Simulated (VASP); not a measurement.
Set up this calculation in VASP 6.6.1, as the native input.

| Property | Result |
| --- | --- |
| Task | single point |
| Functional | PBE |
| Potentials or basis | VASP PAW PBE potentials, release 64 (Zr_sv, Ti_sv, N) |
| Cutoff | 600 eV |
| k mesh | 8 × 8 × 8 |
| Occupations | gaussian, width 0.1 eV |
| Spin | collinear spin |
| Starting moments | [0.0, 0.0, 1.0, 1.0, 1.0, 0.0, 0.0, 0.0, 0.0, 0.0] μB |
| Dipole correction | no |
| Further INCAR settings | ALGO = Normal; EDIFF = 1e-06; NBANDS = 58 |

The structure of Zr2Ti3N5 lies in POSCAR:

```
Zr2Ti3N5
1.0
   -1.5643079784      1.5643079784     10.9722211493
    1.5643079784     -1.5643079784     10.9722211493
    1.5643079784      1.5643079784    -10.9722211493
Zr Ti N
2 3 5
Direct
    0.1952603607      0.1952603607      0.0000000000
    0.8047396393      0.8047396393      0.0000000000
    0.0000000000      0.0000000000      0.0000000000
    0.5936001691      0.5936001691      0.0000000000
    0.4063998309      0.4063998309      0.0000000000
    0.0948643476      0.0948643476      0.0000000000
    0.6961428896      0.6961428896      0.0000000000
    0.3038571104      0.3038571104      0.0000000000
    0.9051356524      0.9051356524      0.0000000000
    0.5000000000      0.5000000000      0.0000000000
```

These files were run (other wordings do the same):

INCAR

```
PREC = Accurate
ENCUT = 600
EDIFF = 1E-6
ISMEAR = 0
SIGMA = 0.1
LREAL = F
LASPH = T
NELM = 200
ALGO = Normal
ISIF = 2
LWAVE = F
LCHARG = F
ISPIN = 2
MAGMOM = 0 0 1 1 1 0 0 0 0 0
LORBIT = 11
LMAXMIX = 4
GGA = PE
NBANDS = 58
GGA_COMPAT = F
KPAR = 4
```

KPOINTS

```
regular mesh
0
Gamma
  8 8 8
```

Potentials or basis: VASP PAW PBE potentials, release 64 (Zr_sv, Ti_sv, N).

Run with:

```sh
$ cat potpaw_PBE.64/Zr_sv/POTCAR potpaw_PBE.64/Ti_sv/POTCAR potpaw_PBE.64/N/POTCAR > POTCAR
$ mpirun -np 4 vasp_std > vasp.out
```

Results of the run:

The pressure is 0.2 GPa. The largest force is 0.018 eV/Å, the net moment is 0.00 μB per cell and the valence electrons inside the program's atomic spheres are Zr 9.96; Ti 10.29, 10.27 (each value once); N 3.70, 3.74, 3.71 (each value once).

Wall time 57 min on 4 MPI ranks on Intel(R) Xeon(R) Platinum 8488C (Sapphire Rapids), with other jobs on the host, peak memory 2.3 GiB a rank.
